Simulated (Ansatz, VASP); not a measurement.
Na: VASP beside Ansatz

INCAR

```
PREC = Accurate
ENCUT = 520
EDIFF = 1E-6
ISMEAR = 0
SIGMA = 0.05
LREAL = F
LASPH = T
NELM = 60
ALGO = Normal
ISIF = 2
LWAVE = F
LCHARG = F
GGA = CA
NBANDS = 10
```

The input KPOINTS:

```
regular mesh
0
Gamma
  14 14 14
```

The input POSCAR:

```
Na
1.0
   -2.1106492196      2.1106492196      2.1106492196
    2.1106492196     -2.1106492196      2.1106492196
    2.1106492196      2.1106492196     -2.1106492196
Na
1
Direct
    0.0000000000      0.0000000000      0.0000000000
```

Input for Ansatz:

```yaml
crystal:
  lattice:
    - [-2.1106492196, 2.1106492196, 2.1106492196]
    - [2.1106492196, -2.1106492196, 2.1106492196]
    - [2.1106492196, 2.1106492196, -2.1106492196]
  atoms:
    - { symbol: Na, position: [0.0, 0.0, 0.0] }
basis:
  ecutwfc: 420
  ecutrho_ratio: 4
kpoints:
  mp_grid: { grid: [14, 14, 14] }
hamiltonian:
  xc: lda
scf:
  occupations: { method: gaussian, width: 0.05 }
output:
  forces: true
  stress: true
  eigenvalues: true
```

Alike in both runs: task single point; functional LDA; k mesh 14 × 14 × 14; occupations gaussian, width 0.05 eV; no spin polarisation.

```csv
,VASP,Ansatz
version,VASP 6.6.1,Ansatz 0.2.0
potentials or method,"VASP PAW LDA potentials, release 64 (Na_pv), cutoff 520 eV","scalar-relativistic, plane waves, PAW"
valence electrons in the cell,7,9
```

```csv
,VASP,Ansatz,Ansatz less VASP
pressure (GPa),-0.9,-0.9,+0.02
```

LDA's correlation is that of Perdew and Zunger in VASP and of Perdew and Wang (1992) in Ansatz. VASP's potentials hold 7 valence electrons a cell and Ansatz's 9, so a difference there can come from the potentials and not from the codes.
